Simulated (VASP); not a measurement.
# TiO2 (I4_1/amd) in VASP: a series of runs, part 3 of 3

VASP 6.6.1.

## Step 7: Single point, r2SCAN (10.71 Å³/atom)

This run uses another cell than the first one, of 10.71 Å³/atom.

The input, POSCAR:

```
TiO2
1.0
   -1.8503390349      1.8503390349      4.6938978958
    1.8503390349     -1.8503390349      4.6938978958
    1.8503390349      1.8503390349     -4.6938978958
Ti O
2 4
Direct
    0.7500000000      0.2500000000      0.5000000000
    0.0000000000      0.0000000000      0.0000000000
    0.5427139634      0.0427139634      0.5000000000
    0.7927139634      0.7927139634      0.0000000000
    0.2072860366      0.2072860366      0.0000000000
    0.9572860366      0.4572860366      0.5000000000
```

The input, INCAR.step1:

```
SYSTEM = TiO2
PREC = Accurate
ENCUT = 520
ISMEAR = 0
SIGMA = 0.01
LREAL = .False.
LASPH = .True.
NELM = 60
NBANDS = 33
GGA = PE
ALGO = Normal
EDIFF = 1E-4
LWAVE = .True.
LCHARG = .False.
```

The input, INCAR.step2:

```
SYSTEM = TiO2
PREC = Accurate
ENCUT = 520
EDIFF = 1E-6
ISMEAR = 0
SIGMA = 0.01
LREAL = .False.
LASPH = .True.
NELM = 60
ALGO = Normal
ISIF = 2
LWAVE = .False.
LCHARG = .False.
METAGGA = R2SCAN
LMIXTAU = .True.
NBANDS = 33
ISTART = 1
```

The input, KPOINTS:

```
regular mesh
0
Gamma
  8 8 8
  0 0 0
```

Potentials or basis: VASP PAW PBE potentials, release 64 (Ti_sv, O).

The run is started by

```
$ cat potpaw_PBE.64/Ti_sv/POTCAR potpaw_PBE.64/O/POTCAR > POTCAR
$ cp INCAR.step1 INCAR
$ mpirun -np 1 vasp_std > vasp.out
$ cp INCAR.step2 INCAR
$ mpirun -np 1 vasp_std > vasp.out
```

OUTCAR:

```text
SYSTEM = TiO2
   PREC = Accurate
   ENCUT = 520
   EDIFF = 1E-6
   ISMEAR = 0
   LREAL = .False.
   LASPH = .True.
   NELM = 60
   ISIF = 2
   METAGGA = R2SCAN
   ISTART = 1

 ion  position               nearest neighbor table
   1  0.750  0.250  0.500-   4 1.89   5 1.89   4 1.89   5 1.89   3 1.95   6 1.95
   2  0.000  0.000  0.000-   3 1.89   6 1.89   3 1.89   6 1.89   5 1.95   4 1.95
   3  0.543  0.043  0.500-   2 1.89   2 1.89   1 1.95
   4  0.793  0.793  0.000-   1 1.89   1 1.89   2 1.95
   5  0.207  0.207  0.000-   1 1.89   1 1.89   2 1.95
[... 1074 lines left out ...]
  -------------------------------------------------------------------------------------
  Total        6.9502008      6.9502008      7.1796018      0.0000000     -0.0000000      0.0000000
  in kB      173.2254437    173.2254437    178.9429899      0.0000000     -0.0000000      0.0000000
  external PRESSURE =     175.1312924 kB  Pullay stress =       0.0000000 kB

 VOLUME and BASIS-vectors are now :
 -----------------------------------------------------------------------------
  energy-cutoff  :      520.00
  volume of cell :       64.28
      direct lattice vectors                 reciprocal lattice vectors
    -1.850339035  1.850339035  4.693897896     0.000000000  0.270220749  0.106521277
     1.850339035 -1.850339035  4.693897896     0.270220749  0.000000000  0.106521277
     1.850339035  1.850339035 -4.693897896     0.270220749  0.270220749  0.000000000

 POSITION                                       TOTAL-FORCE (eV/Angst)
 -----------------------------------------------------------------------------------
      0.00000      1.85034      2.34695        -0.000000     -0.000000      0.000000
      0.00000      0.00000      0.00000        -0.000000     -0.000000     -0.000000
      0.00000      1.85034      0.40099         0.000000     -0.000000     -0.422080
      0.00000      0.00000      7.44184        -0.000000      0.000000     -0.422080
      0.00000      0.00000      1.94596        -0.000000      0.000000      0.422080
     -0.00000      1.85034      4.29291         0.000000     -0.000000      0.422080
 -----------------------------------------------------------------------------------
    total drift:                                0.000000     -0.000000     -0.000000

  FREE ENERGIE OF THE ION-ELECTRON SYSTEM (eV)
  ---------------------------------------------------
  free  energy   TOTEN  =       -69.6211775617 eV

  energy  without entropy=      -69.6211775617  energy(sigma->0) =      -69.62117756
```

OUTCAR.step1:

```text
SYSTEM = TiO2
   PREC = Accurate
   ENCUT = 520
   ISMEAR = 0
   LREAL = .False.
   LASPH = .True.
   NELM = 60
[... 1102 lines left out ...]
      0.00000      0.00000      7.44184        -0.000000     -0.000000     -0.494559
      0.00000      0.00000      1.94596        -0.000000     -0.000000      0.494559
     -0.00000      1.85034      4.29291        -0.000000     -0.000000      0.494559
 -----------------------------------------------------------------------------------
    total drift:                                0.000000     -0.000000     -0.000000

  FREE ENERGIE OF THE ION-ELECTRON SYSTEM (eV)
  ---------------------------------------------------
  free  energy   TOTEN  =       -53.4963356766 eV

  energy  without entropy=      -53.4963356766  energy(sigma->0) =      -53.49633568
```

It took 4.9 min on 1 thread of Intel Xeon 6975P-C (Granite Rapids), shared host; peak memory 0.31 GiB.

What came out:

| Quantity | Value |
| --- | --- |
| Free energy | -69.6212 eV |
| Pressure | 17.5 GPa |
| Largest force | 0.422 eV/Å |
| Band gap on the k mesh | 2.76 eV (least direct gap 3.05 eV) |

Forces in eV/Å, atoms in the order of the input:
```
Ti   0.000  0.000  0.000
Ti   0.000  0.000  0.000
O    0.000  0.000 -0.422
O    0.000  0.000 -0.422
O    0.000  0.000  0.422
O    0.000  0.000  0.422
```

Caveat: the cell stands under pressure; the PAW data sets were made with another functional, which shifts forces and pressure a little. A k mesh can miss the band edges.

## Step 8: The runs side by side

```csv
level,cell,gap on the mesh (eV),pressure (GPa),largest force (eV/Å)
PBE,"a = 5.432 Å, angles 139.9, 139.9, 57.9°, 6 atoms, atomic positions A",2.29,15.3,0.38
PBE,"a = 5.489 Å, angles 139.9, 139.9, 57.9°, 6 atoms, atomic positions A",2.21,7.4,0.19
PBE,"a = 5.545 Å, angles 139.9, 139.9, 57.9°, 6 atoms, atomic positions A",2.14,0.7,0.02
PBE,"a = 5.600 Å, angles 139.9, 139.9, 57.9°, 6 atoms, atomic positions A",2.06,-5.1,0.13
PBE,"a = 5.654 Å, angles 139.9, 139.9, 57.9°, 6 atoms, atomic positions A",1.99,-10.0,0.27
r2SCAN,"a = 5.374 Å, angles 139.7, 139.7, 58.3°, 6 atoms, atomic positions B",2.76,17.5,0.42
```

Alike in all rows: task single point; potentials or basis VASP PAW PBE potentials, release 64 (Ti_sv, O); no spin polarisation; k mesh 8 × 8 × 8; cutoff (eV) 520; smearing gaussian 0.01 eV.

Caveats: the cell stands under pressure (at least some runs); the cell stands under tension (at least some runs); the PAW data sets were made with another functional, which shifts forces and pressure a little (at least some runs).

Total energies depend on the potentials used, so only differences within one code and one set of settings carry meaning.
